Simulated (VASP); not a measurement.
Wanted: the native input for a VASP 6.6.1 run.

- Task: single point
- Functional: PBE
- Potentials or basis: VASP PAW PBE potentials, release 64 (Mg, O)
- Cutoff: 520 eV
- k mesh: 4 × 4 × 4
- Occupations: gaussian, width 0.1 eV
- Spin: no spin polarisation
- Dipole correction: no
- Further INCAR settings: ALGO = Normal; EDIFF = 1e-07; NBANDS = 20

The structure of Mg7O lies in POSCAR:

```
Mg7O
1.0
   -3.5857916433      3.5857916433      3.5857916433
    3.5857916433     -3.5857916433      3.5857916433
    3.5857916433      3.5857916433     -3.5857916433
Mg O
7 1
Direct
    0.0000000000      0.5000000000      0.5000000000
    0.5000000000      0.0000000000      0.5000000000
    0.5000000000      0.5000000000      0.0000000000
    0.3237156114      0.3237156114      0.3237156114
    0.0000000000      0.0000000000      0.6762843886
    0.0000000000      0.6762843886      0.0000000000
    0.6762843886      0.0000000000      0.0000000000
    0.0000000000      0.0000000000      0.0000000000
```

The cell was built from a structure type or drawn by symmetry, and may not be a known phase.

These files were run (other wordings do the same):

INCAR

```
PREC = Accurate ; ENCUT = 520
EDIFF = 1E-7 ; ISMEAR = 0
SIGMA = 0.1 ; LREAL = F
LASPH = T ; NELM = 100
ALGO = Normal ; ISIF = 2
LWAVE = F ; LCHARG = T
GGA = PE ; LELF = T
LVHAR = T ; NBANDS = 20
```

KPOINTS

```
regular mesh
0
Gamma
  4 4 4
```

Potentials or basis: VASP PAW PBE potentials, release 64 (Mg, O).

Command:

```console
$ cat potpaw_PBE.64/Mg/POTCAR potpaw_PBE.64/O/POTCAR > POTCAR
$ mpirun -np 1 vasp_std > vasp.out
```

It gave:

| Quantity | Value |
| --- | --- |
| Pressure | 0.2 GPa |
| Largest force | 0.009 eV/Å |
| Band gap on the k mesh | zero (bands 10 and 11 overlap by 0.84 eV) |

Run time: 64 s on 1 thread of Intel(R) Xeon(R) Platinum 8488C (Sapphire Rapids), on a shared host, peak memory 0.31 GiB.
